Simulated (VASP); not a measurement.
# CaH4 (tetrahydride) (I4/mmm) in VASP: a series of runs

CaH4 (tetrahydride) is run at these levels: PBEsol; tasks: single point.

Program: VASP 6.6.1. These are calculated values, not measurements. Logs are shortened: lines on timing, memory, paths and dates and some standing lists are left out, and cuts for length are marked.

### Step 1. The cell of the first run

It takes space group I4/mmm (No. 139, tetragonal). Conventional cell: a = 3.285 Å, b = 3.285 Å, c = 5.507 Å, α = 90.00°, β = 90.00°, γ = 90.00°. Ca (site symmetry 4/mmm) has 18 H at 2.14 to 2.37 Å within 2.8 Å. H (site symmetry -4m2) has 12 H at 1.88 to 2.46 Å and 4 Ca at 2.14 Å within 2.5 Å. H (site symmetry 4mm) has 1 H at 0.90 Å within 1.2 Å.

### Step 2. Single point, PBEsol

File INCAR:

```
PREC     = Accurate       # precision mode
ENCUT    = 500            # plane-wave cutoff, eV
EDIFF    = 1E-6           # SCF threshold, eV
ISMEAR   = 0              # smearing method
SIGMA    = 0.03           # smearing width, eV
LREAL    = False          # projectors in reciprocal space
LASPH    = True           # aspherical terms in the spheres
NELM     = 120            # most SCF steps
ALGO     = Normal         # electronic algorithm
ISIF     = 2              # what is computed and relaxed
LWAVE    = False          # write WAVECAR
LCHARG   = True           # write CHGCAR
GGA      = PS             # functional
LELF     = True           # ELF
LVHAR    = True         
NBANDS   = 15             # bands
GGA_COMPAT= False
```

File KPOINTS:

```
Automatic mesh
0
Gamma
  10 10 10
```

File POSCAR:

```
CaH4
1.0
   -1.6423997432      1.6423997432      2.7535200863
    1.6423997432     -1.6423997432      2.7535200863
    1.6423997432      1.6423997432     -2.7535200863
Ca H
1 4
Direct
    0.0000000000      0.0000000000      0.0000000000
    0.7500000000      0.2500000000      0.5000000000
    0.2500000000      0.7500000000      0.5000000000
    0.4179476714      0.4179476714      0.0000000000
    0.5820523286      0.5820523286      0.0000000000
```

Potentials or basis: VASP PAW PBE potentials, release 64 (Ca_sv, H).

Command:

```sh
> cat potpaw_PBE.64/Ca_sv/POTCAR potpaw_PBE.64/H/POTCAR > POTCAR
> mpirun -np 1 vasp_std > vasp.out
```

OUTCAR:

```text
PREC = Accurate
   ENCUT = 500
   EDIFF = 1E-6
   ISMEAR = 0
   LREAL = False
   LASPH = True
   NELM = 120
   ISIF = 2
   GGA = PS

 ion  position               nearest neighbor table
   1  0.000  0.000  0.000-
   2  0.750  0.250  0.500-
   3  0.250  0.750  0.500-
   4  0.418  0.418  0.000-
   5  0.582  0.582  0.000-

  LATTYP: Found a body centered tetragonal cell.
 ALAT       =     3.2847994864
 C/A-ratio  =     1.6765224774

  Lattice vectors:

 A1 = (  -1.6423997432,   1.6423997432,   2.7535200863)
 A2 = (   1.6423997432,  -1.6423997432,   2.7535200863)
 A3 = (   1.6423997432,   1.6423997432,  -2.7535200863)

Analysis of symmetry for initial positions (statically):
=====================================================================
 Subroutine PRICEL returns:
 Original cell was already a primitive cell.

 Routine SETGRP: Setting up the symmetry group for a
 body centered tetragonal supercell.

 Subroutine GETGRP returns: Found 16 space group operations
 (whereof 16 operations were pure point group operations)
 out of a pool of 16 trial point group operations.

The static configuration has the point symmetry D_4h.

Analysis of symmetry for dynamics (positions and initial velocities):
=====================================================================
 Subroutine PRICEL returns:
 Original cell was already a primitive cell.

 Routine SETGRP: Setting up the symmetry group for a
 body centered tetragonal supercell.

 Subroutine GETGRP returns: Found 16 space group operations
 (whereof 16 operations were pure point group operations)
 out of a pool of 16 trial point group operations.

The dynamic configuration has the point symmetry D_4h.

 Subroutine INISYM returns: Found 16 space group operations
 (whereof 16 operations are pure point group operations),
 and found     1 'primitive' translations

----------------------------------------------------------------------------------------

                                     Primitive cell

  volume of cell :      29.7102

  direct lattice vectors                    reciprocal lattice vectors
    -1.642399743  1.642399743  2.753520086     0.000000000  0.304432585  0.181585746
     1.642399743 -1.642399743  2.753520086     0.304432585  0.000000000  0.181585746
     1.642399743  1.642399743 -2.753520086     0.304432585  0.304432585  0.000000000

  length of vectors
     3.602336283  3.602336283  3.602336283     0.354475080  0.354475080  0.430532691

  position of ions in fractional coordinates (direct lattice)
     0.000000000  0.000000000  0.000000000
     0.750000000  0.250000000  0.500000000
     0.250000000  0.750000000  0.500000000
     0.417947671  0.417947671  0.000000000
     0.582052329  0.582052329  0.000000000

  ion indices of the primitive-cell ions
   primitive index   ion index
                 1           1
                 2           2
                 3           3
                 4           4
                 5           5

----------------------------------------------------------------------------------------

 KPOINTS: Automatic mesh

Automatic generation of k-mesh.
 Grid dimensions read from file:
 generate k-points for:   10   10   10

 Generating k-lattice:

  Cartesian coordinates                     Fractional coordinates (reciprocal lattice)
     0.000000000  0.030443259  0.018158575     0.100000000 -0.000000000  0.000000000
     0.030443259  0.000000000  0.018158575    -0.000000000  0.100000000  0.000000000
     0.030443259  0.030443259  0.000000000     0.000000000  0.000000000  0.100000000

  Length of vectors
     0.035447508  0.035447508  0.043053269

  Shift w.r.t. Gamma in fractional coordinates (k-lattice)
     0.000000000  0.000000000  0.000000000

 Subroutine IBZKPT returns following result:
 ===========================================

 Found    102 irreducible k-points:

 Following reciprocal coordinates:
            Coordinates               Weight
  0.000000  0.000000  0.000000      1.000000
  0.100000 -0.000000  0.000000      8.000000
  0.200000 -0.000000  0.000000      8.000000
  0.300000 -0.000000  0.000000      8.000000
  0.400000 -0.000000  0.000000      8.000000
  0.500000  0.000000  0.000000      4.000000
[... 16 lines left out ...]
  0.300000  0.300000  0.000000      8.000000
  0.400000  0.300000  0.000000     16.000000
 [... further k-points ...]
   k-points           NKPTS =    102   k-points in BZ     NKDIM =    102   number of bands    NBANDS=     15
   number of dos      NEDOS =    301   number of ions     NIONS =      5
   total plane-waves  NPLWV =  21952
   dimension x,y,z NGX =    28 NGY =   28 NGZ =   28
   dimension x,y,z NGXF=    56 NGYF=   56 NGZF=   56
   ions per type =               1   4
   NGX,Y,Z   is equivalent  to a cutoff of  12.92, 12.92, 12.92 a.u.
   NGXF,Y,Z  is equivalent  to a cutoff of  25.84, 25.84, 25.84 a.u.
 SYSTEM =  unknown system
   PREC   = accura    normal or accurate (medium, high low for compatibility)
   ISTART =      0    job   : 0-new  1-cont  2-samecut
   ICHARG =      2    charge: 1-file 2-atom 10-const
   ISPIN  =      1    spin polarized calculation?
   LNONCOLLINEAR =      F non collinear calculations
   LSORBIT =      F    spin-orbit coupling
   LASPH  =      T    aspherical Exc in radial PAW
   ENCUT  =  500.0 eV  36.75 Ry    6.06 a.u.   6.57  6.57  6.57*2*pi/ulx,y,z
   NELM   =    120;   NELMIN=  2; NELMDL= -5     # of ELM steps
   EDIFF  = 0.1E-05   stopping-criterion for ELM
   LREAL  =      F    real-space projection
   EDIFFG = 0.1E-04   stopping-criterion for IOM
   NSW    =      0    number of steps for IOM
   IBRION =     -1    ionic relax: 0-MD 1-quasi-New 2-CG
   NFREE  =      0    steps in history (QN), initial steepest desc. (CG)
   ISIF   =      2    stress and relaxation
   ISYM   =      2    0-nonsym 1-usesym 2-fastsym
   POTIM  = 0.5000    time-step for ionic-motion
   TEBEG  =    0.0;   TEEND  =   0.0 temperature during run
   PSTRESS=    0.0 pullay stress
   NELECT =      14.0000    total number of electrons
   NUPDOWN=      -1.0000    fix difference up-down
   EMIN   =  10.00;   EMAX   =-10.00  energy-range for DOS
   EFERMI =   0.00;   METHOD = LEGACY
   ISMEAR =     0;   SIGMA  =   0.03  broadening in eV -4-tet -1-fermi 0-gaus
   EFERMI_NEDOS =   21; number of points for ismear=-14 and -15
   IALGO  =     38    algorithm
   IMIX   =      4    mixing-type and parameters
     AMIX     =   0.40;   BMIX     =  1.00
     AMIX_MAG =   1.60;   BMIX_MAG =  1.00
  volume/ion in A,a.u.               =       5.94        40.10
  Fermi-wavevector in a.u.,A,eV,Ry     =   1.273940  2.407397 22.081197  1.622922
  Thomas-Fermi vector in A             =   2.406735
   LORBIT       =      0    0 simple, 1 ext, 2 COOP (PROOUT), +10 PAW based schemes
   GGA     = PS    functional components
   LHFCALC =     F    Hartree Fock is set to
   AEXX    =    0.0000 exact exchange contribution
   IVDW    =     0    specifies the selected vdW correction
   LEPSILON=     F    determine dielectric tensor
   LRPA    =     F    only Hartree local field effects (RPA)
 non-spin polarized calculation
 Gauss-broadening in eV      SIGMA  =   0.03
  energy-cutoff  :      500.00
  volume of cell :       29.71
 maximum number of plane-waves:       765
 NGX is ok and might be reduce to    28
   NGX = 13   NGY = 13   NGZ = 13

 number of electron      14.0000001 magnetization

 Free energy of the ion-electron system (eV)
  ---------------------------------------------------
  ext. energy  EPLUGINS =         0.00000000
  ---------------------------------------------------
  free energy    TOTEN  =       -15.87866602 eV

  energy without entropy =      -15.87861209  energy(sigma->0) =      -15.87863905

 E-fermi :   4.7264     XC(G=0): -11.0043

 val. band max:        4.1309399817   @ k =   0.1000  -0.0000   0.0000
 cond. band min:       4.7407057977   @ k =   0.3000   0.3000   0.2000
 fundamental gap:      0.6097658159
 Fermi energy:         4.7263977090

 k-point     1 :       0.0000    0.0000    0.0000
  band No.  band energies     occupation
      1     -35.2381      2.00000
      2     -16.1976      2.00000
      3     -16.1505      2.00000
      4     -16.1505      2.00000
      5      -6.9994      2.00000
      6       3.7261      2.00000
      7       4.9663      0.00000
      8       6.7428      0.00000
      9       7.6160      0.00000
     10       7.6160      0.00000
     11       8.6092      0.00000
     12       9.2921      0.00000
     13      10.3135      0.00000
     14      16.0717      0.00000
     15      16.0717      0.00000

 k-point     2 :       0.1000   -0.0000    0.0000
  band No.  band energies     occupation
      1     -35.2287      2.00000
      2     -16.2523      2.00000
      3     -16.1950      2.00000
      4     -16.1512      2.00000
      5      -6.7771      2.00000
      6       3.3589      2.00000
      7       4.1309      2.00000
      8       6.8831      0.00000
      9       7.7350      0.00000
     10       7.9689      0.00000
     11       8.9127      0.00000
     12       9.9954      0.00000
     13      10.0106      0.00000
     14      16.4992      0.00000
     15      16.6217      0.00000

 k-point     3 :       0.2000   -0.0000    0.0000
  band No.  band energies     occupation
      1     -35.2041      2.00000
      2     -16.4647      2.00000
      3     -16.2312      2.00000
      4     -16.1532      2.00000
      5      -6.1688      2.00000
      6       2.0196      2.00000
      7       3.4916      2.00000
      8       6.6077      0.00000
      9       7.9641      0.00000
     10       8.7586      0.00000
     11       9.4829      0.00000
     12       9.5947      0.00000
     13      11.8743      0.00000
     14      16.2657      0.00000
     15      17.8133      0.00000

 k-point     4 :       0.3000   -0.0000    0.0000
  band No.  band energies     occupation
      1     -35.1734      2.00000
      2     -16.7137      2.00000
      3     -16.2701      2.00000
      4     -16.1555      2.00000
      5      -5.3166      2.00000
      6       0.4808      2.00000
      7       3.3218      2.00000
      8       6.0340      0.00000
      9       7.8582      0.00000
     10       9.4940      0.00000
     11       9.5632      0.00000
     12      11.3184      0.00000
     13      12.8845      0.00000
     14      15.6022      0.00000
     15      18.2004      0.00000
[... 307 lines left out ...]
 k-point    22 :      -0.2000    0.2000    0.0000
  band No.  band energies     occupation
      1     -35.1854      2.00000
      2     -16.4668      2.00000
      3     -16.2852      2.00000
      4     -16.2441      2.00000
      5      -5.8876      2.00000
      6       2.2610      2.00000
      7       2.7968      2.00000
      8       6.0950      0.00000
      9       7.4356      0.00000
     10       8.1575      0.00000
     11      10.3122      0.00000
     12      11.3734      0.00000
     13      11.4900      0.00000
     14      16.1373      0.00000
     15      17.6737      0.00000

 k-point    23 :       0.3000    0.3000    0.0000
  band No.  band energies     occupation
      1     -35.1192      2.00000
      2     -16.6831      2.00000
      3     -16.5633      2.00000
      4     -16.3242      2.00000
      5      -4.2228      2.00000
      6      -0.2410      2.00000
      7       1.2548      2.00000
      8       6.6796      0.00000
      9       9.0730      0.00000
     10       9.3168      0.00000
     11      11.2581      0.00000
     12      12.3739      0.00000
     13      12.8300      0.00000
     14      13.9934      0.00000
     15      16.1025      0.00000

 k-point    24 :       0.4000    0.3000    0.0000
  band No.  band energies     occupation
      1     -35.1058      2.00000
      2     -16.7459      2.00000
      3     -16.5512      2.00000
      4     -16.3506      2.00000
      5      -4.1465      2.00000
      6      -0.3163      2.00000
      7       1.2718      2.00000
      8       6.4921      0.00000
      9       8.7310      0.00000
     10       9.9512      0.00000
     11      11.3924      0.00000
     12      12.2269      0.00000
     13      12.8788      0.00000
     14      13.3645      0.00000
     15      17.3271      0.00000

 [... further k-points ...]
[... 5 lines left out ...]
  --------------------------------------------------------------------------------------
  -------------------------------------------------------------------------------------
  Total        4.3836569      4.3836569      3.5668406      0.0000000      0.0000000     -0.0000000
  in kB      236.3965631    236.3965631    192.3482812      0.0000000      0.0000000     -0.0000000
  external PRESSURE =     221.7138024 kB  Pullay stress =       0.0000000 kB

 VOLUME and BASIS-vectors are now :
 -----------------------------------------------------------------------------
  energy-cutoff  :      500.00
  volume of cell :       29.71
      direct lattice vectors                 reciprocal lattice vectors
    -1.642399743  1.642399743  2.753520086     0.000000000  0.304432585  0.181585746
     1.642399743 -1.642399743  2.753520086     0.304432585  0.000000000  0.181585746
     1.642399743  1.642399743 -2.753520086     0.304432585  0.304432585  0.000000000

 POSITION                                       TOTAL-FORCE (eV/Angst)
 -----------------------------------------------------------------------------------
      0.00000      0.00000      0.00000         0.000000      0.000000     -0.000000
      0.00000      1.64240      1.37676         0.000000      0.000000     -0.000000
      1.64240      0.00000      1.37676         0.000000      0.000000     -0.000000
      0.00000      0.00000      2.30165        -0.000000     -0.000000      1.605524
      0.00000      0.00000      3.20539        -0.000000     -0.000000     -1.605524
 -----------------------------------------------------------------------------------
    total drift:                               -0.000000     -0.000000      0.000000

  FREE ENERGIE OF THE ION-ELECTRON SYSTEM (eV)
  ---------------------------------------------------
  free  energy   TOTEN  =       -15.8786660186 eV

  energy  without entropy=      -15.8786120902  energy(sigma->0) =      -15.87863905
```

Run time: 70 s. Hardware: 1 thread of Intel Xeon 8259CL, shared host; peak memory 0.18 GiB.

What came out:

```yaml
Free_energy: -15.8787 eV
Pressure: 22.2 GPa
Largest_force: 1.606 eV/Å
Band_gap_on_the_k_mesh: zero (band 7 reaches 4.97 eV, above the bottom of band 8 at 4.74 eV)
```

Forces in eV/Å, atoms in the order of the input:
```
Ca   0.000  0.000  0.000
H    0.000  0.000  0.000
H    0.000  0.000  0.000
H    0.000  0.000  1.606
H    0.000  0.000 -1.606
```

Stress tensor (GPa, compression positive):
```
23.64  0.00  0.00
 0.00 23.64  0.00
 0.00  0.00 19.23
```

Caveat: the PAW data sets were made with another functional, which shifts forces and pressure a little.

### Step 3. Single point, PBEsol

File INCAR:

```
SYSTEM = CaH4
PREC = Accurate
ENCUT = 500
EDIFF = 1E-6
ISMEAR = 0
SIGMA = 0.03
LREAL = .FALSE.
LASPH = .TRUE.
NELM = 120
ALGO = Normal
ISIF = 2
LWAVE = .FALSE.
LCHARG = .FALSE.
GGA = PS
NBANDS = 15
GGA_COMPAT = .FALSE.
```

File KPOINTS:

```
regular mesh
0
G
  10 10 10
  0 0 0
```

POSCAR, as its differences from that of step 2:

```diff
@@ -11,3 +11,3 @@
     0.2500000000      0.7500000000      0.5000000000
-    0.4179476714      0.4179476714      0.0000000000
-    0.5820523286      0.5820523286      0.0000000000
+    0.4115921703      0.4115921703      0.0000000000
+    0.5884078297      0.5884078297      0.0000000000
```

Potentials or basis: VASP PAW PBE potentials, release 64 (Ca_sv, H).

Command:

```sh
> cat potpaw_PBE.64/Ca_sv/POTCAR potpaw_PBE.64/H/POTCAR > POTCAR
> mpirun -np 1 vasp_std > vasp.out
```

Wall time 69 s (1 thread of Intel Xeon 8259CL, shared host); peak memory 0.18 GiB.

The run converged. Its results:

| Item | Value |
| --- | --- |
| Free energy | -15.7438 eV |
| Pressure | 20.6 GPa |
| Largest force | 2.191 eV/Å |
| Band gap on the k mesh | zero (band 7 reaches 4.92 eV, above the bottom of band 8 at 4.40 eV) |

Forces on the atoms (eV/Å):
```
Ca   0.000  0.000  0.000
H    0.000  0.000  0.000
H    0.000  0.000  0.000
H    0.000  0.000  2.191
H    0.000  0.000 -2.191
```

Stress tensor (GPa, compression positive):
```
22.48  0.00  0.00
 0.00 22.48  0.00
 0.00  0.00 16.92
```

Levels at points of the mesh, in eV from the Fermi level:
```csv
k point,band 4,band 5,band 6,band 7,band 8,band 9,band 10,band 11
"(0.00, 0.00, 0.00)",-20.51,-11.27,-0.24,0.53,2.38,3.20,3.20,3.70
"(0.50, 0.00, 0.00)",-20.52,-8.04,-5.88,-0.84,0.88,3.03,6.02,6.03
"(0.50, 0.50, 0.00)",-20.72,-8.60,-4.35,-3.12,1.62,5.40,5.77,6.42
"(0.50, 0.50, 0.50)",-20.63,-8.60,-5.54,-2.96,6.60,6.64,6.64,7.04
```

Caveat: the PAW data sets were made with another functional, which shifts forces and pressure a little.

(Part 1 of 2 ends here.)
